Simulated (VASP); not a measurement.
Crystal: GeW.

```
CELL_PARAMETERS angstrom
0.00000 2.57761 2.57761
2.57761 0.00000 2.57761
2.57761 2.57761 0.00000
ATOMIC_POSITIONS crystal
Ge 0.50000 0.50000 0.50000
W 0.00000 0.00000 0.00000
```

| Item | Value |
| --- | --- |
| Program | VASP 6.6.1 |
| Task | relaxation of cell and atoms |
| Functional | RPBE |
| Dispersion | D3(BJ) |
| Potentials or basis | VASP PAW PBE potentials, release 64 (Ge_d, W_sv) |
| Cutoff | 600 eV |
| k mesh | 9 × 9 × 9 |
| Occupations | fermi-dirac, width 0.05 eV |
| Spin | no spin polarisation |

At the start: pressure -29.0 GPa; volume 17.13 Å³/atom.

Q: How do energy, volume and symmetry change on relaxing?

A: Over 16 steps the energy falls by 263.9 meV/atom and the volume is 14.60 Å³/atom (-14.7 %); space group Fm-3m (No. 225, to 0.05 Å).

Step by step:
| step | energy change (eV) | largest force (eV/Å) | pressure (GPa) | volume (Å³) |
| --- | --- | --- | --- | --- |
| 1 | 0.0000 | 0.0000 | -29.01 | 34.25 |
| 2 | 2.7268 | 0.0000 | 170.95 | 21.06 |
| 3 | -0.5205 | 0.0000 | -4.34 | 29.73 |
| 4 | -0.5269 | 0.0000 | -1.69 | 29.39 |
| 5 | -0.5279 | 0.0000 | 0.17 | 29.19 |
| 6 | -0.5277 | 0.0000 | -0.63 | 29.29 |
| 7 | -0.5277 | 0.0000 | -0.66 | 29.28 |
| 8 | -0.5277 | 0.0000 | -0.44 | 29.27 |
| 9 | -0.5277 | 0.0000 | -0.59 | 29.27 |
| 10 | -0.5277 | 0.0000 | -0.59 | 29.27 |
| 11 | -0.5278 | 0.0000 | -0.61 | 29.27 |
| 12 | -0.5278 | 0.0000 | -0.52 | 29.27 |
| 13 | -0.5278 | 0.0000 | -0.49 | 29.26 |
| 14 | -0.5278 | 0.0000 | -0.35 | 29.25 |
| 15 | -0.5278 | 0.0000 | -0.36 | 29.24 |
| 16 | -0.5279 | 0.0000 | -0.09 | 29.20 |

Final structure:
```cif
data_structure
_symmetry_space_group_name_H-M 'P 1'
_symmetry_Int_Tables_number 1
_cell_length_a 3.4566
_cell_length_b 3.4566
_cell_length_c 3.4566
_cell_angle_alpha 60.000
_cell_angle_beta 60.000
_cell_angle_gamma 60.000
_cell_volume 29.20
loop_
_atom_site_label
_atom_site_type_symbol
_atom_site_fract_x
_atom_site_fract_y
_atom_site_fract_z
_atom_site_occupancy
Ge1 Ge 0.50000 0.50000 0.50000 1
W1 W 0.00000 0.00000 0.00000 1
```

Caveat: the PAW data sets were made with another functional, which shifts forces and pressure a little; pairwise dispersion overbinds metals, which lowers pressure and volume.
